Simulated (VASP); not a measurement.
Write the native input for VASP 6.6.1 that does the following.

```
Task                   : single point
Functional             : RPBE
Potentials or basis    : VASP PAW PBE potentials, release 64 (As)
Cutoff                 : 520 eV
k mesh                 : 13 × 13 × 13
Occupations            : fermi-dirac, width 0.1 eV
Spin                   : no spin polarisation
Dipole correction      : no
Further INCAR settings : ALGO = Normal; EDIFF = 1e-06; NBANDS = 8
```

The structure of As lies in POSCAR:

```
As
1.0
    2.8597635723      0.0000000000      0.0000000000
    0.0000000000      2.8597635723      0.0000000000
    0.0000000000      0.0000000000      2.8597635723
As
1
Direct
    0.0000000000      0.0000000000      0.0000000000
```

This cell differs from its parent crystal: volume scaled by 1.12.

One way to write it, as run:

INCAR

```
SYSTEM = As
  PREC = Accurate
  ENCUT = 520
  EDIFF = 1E-6
  ISMEAR = -1
  SIGMA = 0.1
  LREAL = .False.
  LASPH = .True.
  NELM = 100
  ALGO = Normal
  ISIF = 2
  LWAVE = .False.
  LCHARG = .False.
  GGA = RP
  NBANDS = 8
```

KPOINTS

```
regular mesh
0
Gamma
  13 13 13
  0 0 0
```

Potentials or basis: VASP PAW PBE potentials, release 64 (As).

Run with:

```console
$ cat potpaw_PBE.64/As/POTCAR > POTCAR
$ mpirun -np 1 vasp_std > vasp.out
```

Results of the run:

```
Pressure : -6.7 GPa
```

Caveat: the PAW data sets were made with another functional, which shifts forces and pressure a little.

Wall time 4.4 s on 1 thread of Intel(R) Xeon(R) 6975P-C (Granite Rapids), on a shared host, peak memory 0.14 GiB.
